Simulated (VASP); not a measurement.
Set up this calculation in VASP 6.6.1, as the native input.

- Task: single point
- Functional: PBE
- Potentials or basis: VASP PAW PBE potentials, release 64 (H, Mo_sv)
- Cutoff: 520 eV
- k mesh: 18 × 18 × 18
- Occupations: gaussian, width 0.1 eV
- Spin: no spin polarisation
- Dipole correction: no
- Further INCAR settings: ALGO = Normal; EDIFF = 1e-07; NBANDS = 16

The structure of MoH3 lies in POSCAR:

```
MoH3
1.0
    0.0000000000      2.2585128731      2.2585128731
    2.2585128731      0.0000000000      2.2585128731
    2.2585128731      2.2585128731      0.0000000000
H Mo
3 1
Direct
    0.2500000000      0.2500000000      0.2500000000
    0.7500000000      0.7500000000      0.7500000000
    0.5000000000      0.5000000000      0.5000000000
    0.0000000000      0.0000000000      0.0000000000
```

The cell was generated, and may not be a known phase.

These files were run (other wordings do the same):

INCAR

```
SYSTEM = MoH3
PREC = Accurate ; ENCUT = 520
EDIFF = 1E-7 ; ISMEAR = 0
SIGMA = 0.1 ; LREAL = .False.
LASPH = .True. ; NELM = 80
ALGO = Normal ; ISIF = 2
LWAVE = .False. ; LCHARG = .True.
GGA = PE ; LELF = .True.
LVHAR = .True. ; NBANDS = 16
```

KPOINTS

```
regular mesh
0
Gamma
  18 18 18
  0 0 0
```

Potentials or basis: VASP PAW PBE potentials, release 64 (H, Mo_sv).

Launch:

```sh
$ cat potpaw_PBE.64/H/POTCAR potpaw_PBE.64/Mo_sv/POTCAR > POTCAR
$ mpirun -np 1 vasp_std > vasp.out
```

Results of the run:

- Pressure: 0.1 GPa
- Band gap on the k mesh: zero (an odd number of electrons rules out a gap without spin polarisation)

Caveat: an odd number of electrons without spin polarisation forces a metal; a magnetic or distorted state may lie lower.

It took 32 s on 1 thread of Intel(R) Xeon(R) Platinum 8488C (Sapphire Rapids), on a shared host, peak memory 0.19 GiB.
